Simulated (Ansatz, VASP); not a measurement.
# One calculation of InSe, two programs

```
Se In
1.0
     4.02661    0.00000    0.00000
    -2.01331    3.48715    0.00000
     0.00000    0.00000   28.27071
Se In
4 4
Cartesian
  0.0000 0.0000 4.5000
  0.0000 0.0000 9.8854
  0.0000 3.0997 13.1954
  0.0000 3.0997 18.5807
  2.0133 1.1624 5.7954
  2.0133 1.1624 8.5899
  -2.0133 1.9373 14.4908
  -2.0133 1.9373 17.2853
```

Alike in both runs: task single point; functional PBE; dispersion D3(BJ); k mesh 9 × 9 × 1; occupations gaussian, width 0.05 eV; no spin polarisation.

```csv
,VASP,Ansatz
version,VASP 6.6.1,Ansatz 0.2.0
potentials or method,"VASP PAW PBE potentials, release 64 (Se, In_d), cutoff 520 eV","scalar-relativistic, plane waves, PAW"
valence electrons in the cell,76,116
```

```tsv
	VASP	Ansatz	Ansatz less VASP
gap on the k mesh at the Fermi level (eV)	1.15	1.16	+0.011
least direct gap on the mesh (eV)	1.19	1.20	+0.010
rms of the force components (eV/Å)	0.017	0.015	-0.0018
```

VASP's potentials hold 76 valence electrons a cell and Ansatz's 116, so a difference there can come from the potentials and not from the codes.
